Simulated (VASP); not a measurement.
Set up this calculation in VASP 6.6.1, as the native input.

```
Task                   : single point
Functional             : LDA
Potentials or basis    : VASP PAW LDA potentials, release 64 (Al, Cu)
Cutoff                 : 520 eV
k mesh                 : 14 × 14 × 14
Occupations            : gaussian, width 0.15 eV
Spin                   : no spin polarisation
Dipole correction      : no
Further INCAR settings : ALGO = Fast; EDIFF = 1e-06; NBANDS = 16
```

The structure of Al2Cu lies in POSCAR:

```
Al2Cu
1.0
   -1.9579079664      1.9579079664      2.7878500000
    1.9579079664     -1.9579079664      2.7878500000
    1.9579079664      1.9579079664     -2.7878500000
Al Cu
2 1
Direct
    0.7500000000      0.2500000000      0.5000000000
    0.2500000000      0.7500000000      0.5000000000
    0.5000000000      0.5000000000      0.0000000000
```

These files were run (other wordings do the same):

INCAR

```
PREC = Accurate
ENCUT = 520
EDIFF = 1E-6
ISMEAR = 0
SIGMA = 0.15
LREAL = F
LASPH = T
NELM = 80
ALGO = Fast
ISIF = 2
LWAVE = F
LCHARG = F
NBANDS = 16
```

KPOINTS

```
regular mesh
0
Gamma
  14 14 14
```

Potentials or basis: VASP PAW LDA potentials, release 64 (Al, Cu).

Command:

```sh
$ cat potpaw_LDA.64/Al/POTCAR potpaw_LDA.64/Cu/POTCAR > POTCAR
$ mpirun -np 1 vasp_std > vasp.out
```

Results of the run:

The pressure is 8.9 GPa. The band gap on the k mesh is zero (an odd number of electrons rules out a gap without spin polarisation).

Caveat: the cell stands under pressure.

Run time: 2.9 min on 1 thread of AMD EPYC 7R13 Processor (Zen 3), with other jobs on the host, peak memory 0.24 GiB.
